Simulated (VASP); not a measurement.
## ZrB2: electric field gradients with LDA

The system is ZrB2.

```
Zr B
1.0
     3.16500   -0.01582   -0.01582
    -1.59620    2.74888   -0.00579
    -0.01760   -0.01760    3.52000
Zr B
1 2
Direct
  0.00000 0.00000 0.00000
  0.33333 0.66667 0.50000
  0.66667 0.33333 0.50000
```

This cell differs from its parent crystal: equal xy, yz and zx shear strains of -1 %.

| Item | Value |
| --- | --- |
| Program | VASP 6.6.1 |
| Task | electric field gradients |
| Functional | LDA |
| Potentials or basis | VASP PAW LDA potentials, release 64 (Zr_sv, B) |
| Cutoff | 520 eV |
| k mesh | 12 × 12 × 9 |
| Occupations | fermi-dirac, width 0.05 eV |
| Spin | no spin polarisation |
| Dipole correction | no |
| Further INCAR settings | ALGO = Normal; EDIFF = 1e-08; NBANDS = 16 |

```yaml
Pressure: -6.7 GPa
Largest_force: 0.023 eV/Å
Band_gap_on_the_k_mesh: zero (bands 9 and 10 overlap by 1.25 eV)
Largest_electric_field_gradient_by_atom: Zr +47.8; B +1.8 V/Å²
```

Forces on the atoms (eV/Å):
```
Zr   0.000  0.000  0.000
B   -0.023  0.001 -0.002
B    0.023 -0.001  0.002
```

Stress tensor (GPa, compression positive):
```
-7.17  2.62  2.54
 2.62 -7.18  2.54
 2.54  2.54 -5.86
```

Levels at points of the mesh, in eV from the Fermi level:
| k point | band 6 | band 7 | band 8 | band 9 | band 10 | band 11 | band 12 | band 13 |
| --- | --- | --- | --- | --- | --- | --- | --- | --- |
| (0.00, 0.00, 0.00) | -2.78 | -2.69 | -2.64 | -2.34 | 3.30 | 3.34 | 4.10 | 4.17 |
| (0.50, 0.00, 0.00) | -8.35 | -3.95 | -3.17 | -2.80 | 2.16 | 2.19 | 4.87 | 4.95 |
| (0.00, 0.50, 0.00) | -8.40 | -3.96 | -3.11 | -2.77 | 2.20 | 2.23 | 4.83 | 5.02 |
| (0.50, 0.50, 0.00) | -8.45 | -3.98 | -3.05 | -2.74 | 2.24 | 2.28 | 4.83 | 5.04 |

Electric field gradients, principal values (V/Å²):
```csv
atom,least,middle,greatest (by size)
1 Zr,-17.128,-30.649,47.777
2 B,-0.375,-1.458,1.833
3 B,-0.375,-1.458,1.833
```

Wall time 14 min on 1 thread of AMD EPYC 7571, on a shared host, peak memory 0.36 GiB.

Caveat: the cell differs from its parent crystal (equal xy, yz and zx shear strains of -1 %); the cell stands under tension; without QUAD_EFG the Cq values of the log hold for a quadrupole moment of 1 mb, not for the nuclei.
